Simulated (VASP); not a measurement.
**BAs: single point with r2SCAN**

The system is BAs.

```
B As
1.0
     0.00000    2.39187    2.39187
     2.39187    0.00000    2.39187
     2.39187    2.39187    0.00000
B As
1 1
Direct
  0.25000 0.25000 0.25000
  0.00000 0.00000 0.00000
```

```json
{
 "Program": "VASP 6.6.1",
 "Task": "single point",
 "Functional": "r2SCAN",
 "Potentials or basis": "VASP PAW PBE potentials, release 64 (B, As)",
 "Cutoff": "520 eV",
 "k mesh": "6 × 6 × 6",
 "Occupations": "gaussian, width 0.01 eV",
 "Spin": "no spin polarisation"
}
```

The pressure is 0.3 GPa. The band gap on the k mesh is 1.47 eV, indirect (least direct gap 3.44 eV).

Levels at points of the mesh, in eV from the valence-band top:
| k point | band 1 | band 2 | band 3 | band 4 | band 5 | band 6 | band 7 | band 8 | band 9 |
| --- | --- | --- | --- | --- | --- | --- | --- | --- | --- |
| (0.00, 0.00, 0.00) | -16.12 | 0.00 | 0.00 | 0.00 | 3.44 | 3.44 | 3.44 | 5.10 | 10.35 |
| (0.50, 0.00, 0.00) | -13.11 | -9.21 | -1.93 | -1.93 | 2.95 | 5.05 | 5.05 | 9.56 | 13.61 |
| (0.50, 0.50, 0.00) | -11.68 | -9.04 | -4.29 | -4.29 | 1.61 | 1.70 | 12.12 | 12.12 | 13.84 |

Run time: 23 s on 1 thread of Intel(R) Xeon(R) Platinum 8375C CPU @ 2.90GHz (Ice Lake), on a shared host, peak memory 0.16 GiB.

Caveat: the PAW data sets were made with another functional, which shifts forces and pressure a little. A k mesh can miss the band edges.
